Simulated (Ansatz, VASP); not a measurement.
**One calculation of Mg3Te2, two programs**

Contents of INCAR:

```
SYSTEM = Mg3Te2
ALGO = Fast
EDIFF = 1E-6
EDIFFG = -0.04
ENCUT = 600
GGA = PE
IBRION = 2
ISIF = 3
ISMEAR = 0
LASPH = .TRUE.
LCHARG = .FALSE.
LREAL = .FALSE.
LWAVE = .FALSE.
NELM = 100
NSW = 90
PREC = Accurate
SIGMA = 0.1
```

KPOINTS

```
k-points
0
G
  6 6 2
  0 0 0
```

The input POSCAR:

```
Mg3Te2
1.0
    4.3751974300      0.0000000000      0.0000000000
   -2.1875987100      3.7890321200      0.0000000000
    0.0000000000      0.0000000000      7.6006605600
Mg Te
3 2
Direct
    0.5000000000      0.0000000000      0.5000000000
    0.0000000000      0.5000000000      0.5000000000
    0.5000000000      0.5000000000      0.5000000000
    0.0000000000      0.0000000000      0.2842825300
    0.0000000000      0.0000000000      0.7157174700
```

Input for Ansatz:

```yaml
crystal:
  lattice:
    - [4.37519743, 0.0, 0.0]
    - [-2.18759871, 3.78903212, 0.0]
    - [0.0, 0.0, 7.60066056]
  atoms:
    - { symbol: Mg, position: [0.5, 0.0, 0.5] }
    - { symbol: Mg, position: [0.0, 0.5, 0.5] }
    - { symbol: Mg, position: [0.5, 0.5, 0.5] }
    - { symbol: Te, position: [0.0, 0.0, 0.28428253] }
    - { symbol: Te, position: [0.0, 0.0, 0.71571747] }
basis:
  ecutwfc: 420
kpoints:
  mp_grid: { grid: [6, 6, 2] }
hamiltonian:
  xc: pbe
scf:
  occupations: { method: gaussian, width: 0.1 }
  lower_state_search: "off"
output:
  forces: true
  stress: true
  eigenvalues: true
relax:
  adjacent_minimum: "off"
  f_tol: 0.04
  max_steps: 70
  cell: { stress_tol: 0.4 }
```

Alike in both runs: task relaxation of cell and atoms; functional PBE; k mesh 6 × 6 × 2; occupations gaussian, width 0.1 eV; no spin polarisation.

|  | VASP | Ansatz |
| --- | --- | --- |
| version | VASP 6.6.1 | Ansatz 0.2.0 |
| potentials or method | VASP PAW PBE potentials, release 64 (Mg, Te), cutoff 600 eV | scalar-relativistic, plane waves, PAW |
| valence electrons in the cell | 18 | 62 |

Ansatz gave:

| Property | Result |
| --- | --- |
| gap on the k mesh at the Fermi level, each at its own relaxed structure (eV) | none |
| relaxed volume (Å³/atom) | 35.98 |
| relaxed cell length with the largest relative difference (Å) | 5.655 |

Question: What did VASP give for the same quantities?

Answer: gap on the k mesh at the Fermi level, each at its own relaxed structure (eV): none; relaxed volume (Å³/atom): 35.97; relaxed cell length with the largest relative difference (Å): 5.654.

A gap of «none» marks a metal or a gap that the smearing closes. VASP's potentials hold 18 valence electrons a cell and Ansatz's 62, so a difference there can come from the potentials and not from the codes.

The k mesh is coarse, so the values compare programs but aren't converged. Neither program's run includes spin-orbit coupling. Noted on VASP's run: the volume moved by over 15 % at a fixed basis, so the end points are rough.
